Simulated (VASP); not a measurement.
# W (C2/c) in VASP: further runs, part 2 of 2

VASP 6.6.1. Earlier steps stand in the parts before.

## 4. Single point, BLYP (18.43 Å³/atom)

This run uses another cell than the first one, of 18.43 Å³/atom.

Input file INCAR:

```
SYSTEM = W
  AGGAC = 1.0
  AGGAX = 1.0
  ALDAC = 0.0
  ALDAX = 1.0
  ALGO = Normal
  EDIFF = 1E-6
  ENCUT = 520
  GGA = B5
  ISIF = 2
  ISMEAR = -1
  LASPH = .TRUE.
  LCHARG = .FALSE.
  LREAL = .FALSE.
  LWAVE = .FALSE.
  NBANDS = 21
  NELM = 60
  PREC = Accurate
  SIGMA = 0.1
```

Input file KPOINTS:

```
k-points
0
G
  15 15 8
  0 0 0
```

Input file POSCAR:

```
W
1.0
   -1.9924734014      1.9926930816      1.3966066356
    1.9926930816     -1.9924734014      1.3966066356
    3.3120731755      3.3120731755     -1.3962042909
W
2
Direct
    0.0000390004      0.9999609996      1.0000000000
    0.7499609996      0.2500390004      0.5000000000
```

Potentials or basis: VASP PAW PBE potentials, release 64 (W_sv).

Run with:

```console
$ cat potpaw_PBE.64/W_sv/POTCAR > POTCAR
$ mpirun -np 1 vasp_std > vasp.out
```

OUTCAR:

```text
SYSTEM = W
   EDIFF = 1E-6
   ENCUT = 520
   GGA = B5
   ISIF = 2
   ISMEAR = -1
   LASPH = .TRUE.
   LREAL = .FALSE.
   NELM = 60
   PREC = Accurate

 ion  position               nearest neighbor table
   1  0.000  1.000  0.000-   2 2.82   2 2.82   2 2.82   2 2.82   2 3.44   2 3.44   2 3.44   2 3.44

   2  0.750  0.250  0.500-   1 2.82   1 2.82   1 2.82   1 2.82   1 3.44   1 3.44   1 3.44   1 3.44

  LATTYP: Found a base centered monoclinic cell.
 ALAT       =     2.7932132885
 B/A-ratio  =     2.0177035931
 C/A-ratio  =     1.7498276889
 COS(beta)  =    -0.2855535084

  Lattice vectors:

 A1 = (  -1.9924734014,   1.9926930816,   1.3966066356)
 A2 = (   1.9926930816,  -1.9924734014,   1.3966066356)
 A3 = (   3.3120731755,   3.3120731755,  -1.3962042909)

Analysis of symmetry for initial positions (statically):
=====================================================================
 Subroutine PRICEL returns:
 Original cell was already a primitive cell.

 Routine SETGRP: Setting up the symmetry group for a
 base centered monoclinic supercell.

 Subroutine GETGRP returns: Found  4 space group operations
 (whereof  2 operations were pure point group operations)
[... 162 lines left out ...]

  energy without entropy =      -21.92212744  energy(sigma->0) =      -21.94179047

 E-fermi :   9.6576     XC(G=0): -12.1484

 val. band max:        9.6568080447   @ k =  -0.1333   0.4667   0.3750
 cond. band min:       9.6581750315   @ k =  -0.0667  -0.2000   0.1250
 fundamental gap:      0.0013669868
 Fermi energy:         9.6576153546

 k-point     1 :       0.0000    0.0000    0.0000
  band No.  band energies     occupation
      1     -63.9622      2.00000
      2     -63.8750      2.00000
      3     -28.8031      2.00000
      4     -28.2982      2.00000
      5     -28.0560      2.00000
      6     -27.9572      2.00000
[... 565 lines left out ...]
     20      15.6586      0.00000
     21      20.1830      0.00000

 [... further k-points ...]

------------------------ aborting loop because EDIFF is reached ----------------------------------------

  FORCE on cell =-STRESS in cart. coord.  units (eV):
  Direction    XX          YY          ZZ          XY          YZ          ZX
  --------------------------------------------------------------------------------------
  -------------------------------------------------------------------------------------
  Total       -3.6475241     -3.6475241     -3.6597181     -0.2798680     -0.0015207     -0.0015207
  in kB     -158.5053300   -158.5053300   -159.0352238    -12.1618305     -0.0660836     -0.0660826
  external PRESSURE =    -158.6819613 kB  Pullay stress =       0.0000000 kB

 VOLUME and BASIS-vectors are now :
 -----------------------------------------------------------------------------
  energy-cutoff  :      520.00
  volume of cell :       36.87
      direct lattice vectors                 reciprocal lattice vectors
    -1.992473401  1.992693082  1.396606636    -0.050008096  0.200922450  0.357998746
     1.992693082 -1.992473401  1.396606636     0.200922450 -0.050008096  0.357998746
     3.312073176  3.312073176 -1.396204291     0.150957843  0.150957843 -0.000023745

 POSITION                                       TOTAL-FORCE (eV/Angst)
 -----------------------------------------------------------------------------------
      1.99254     -1.99232      1.39661        -0.000599      0.000599     -0.000000
      0.66001      2.65228      0.69850         0.000599     -0.000599      0.000000
 -----------------------------------------------------------------------------------
    total drift:                                0.000000     -0.000000     -0.000000

  FREE ENERGIE OF THE ION-ELECTRON SYSTEM (eV)
  ---------------------------------------------------
  free  energy   TOTEN  =       -21.9614534909 eV

  energy  without entropy=      -21.9221274439  energy(sigma->0) =      -21.94179047
```

Wall time 4.7 min (1 thread of AMD EPYC 7R13 (Zen 3), shared host); peak memory 0.36 GiB.

What came out:

```
Free energy            : -21.9615 eV
Pressure               : -15.9 GPa
Band gap on the k mesh : zero (bands 14 and 15 overlap by 1.07 eV)
```

Caveat: the cell stands under tension; the PAW data sets were made with another functional, which shifts forces and pressure a little; spin-orbit coupling is left out, which moves the levels of the heavy elements.

## 5. Overview

| cell | gap on the mesh (eV) | pressure (GPa) |
| --- | --- | --- |
| a = 3.065, b = 3.065, c = 4.764 Å, angles 97.3, 97.3, 127.3°, 2 atoms | none | 1.4 |
| a = 3.106, b = 3.106, c = 4.827 Å, angles 97.3, 97.3, 127.3°, 2 atoms | none | -8.2 |
| a = 3.145, b = 3.145, c = 4.888 Å, angles 97.3, 97.3, 127.3°, 2 atoms | none | -15.9 |

Alike in all rows: task single point; level BLYP; potentials or basis VASP PAW PBE potentials, release 64 (W_sv); no spin polarisation; k mesh 15 × 15 × 8; cutoff (eV) 520; smearing fermi-dirac 0.1 eV.

Caveats: the PAW data sets were made with another functional, which shifts forces and pressure a little; spin-orbit coupling is left out, which moves the levels of the heavy elements; the cell stands under tension (at least some runs).

Total energies depend on the potentials used, so only differences within one code and one set of settings carry meaning.
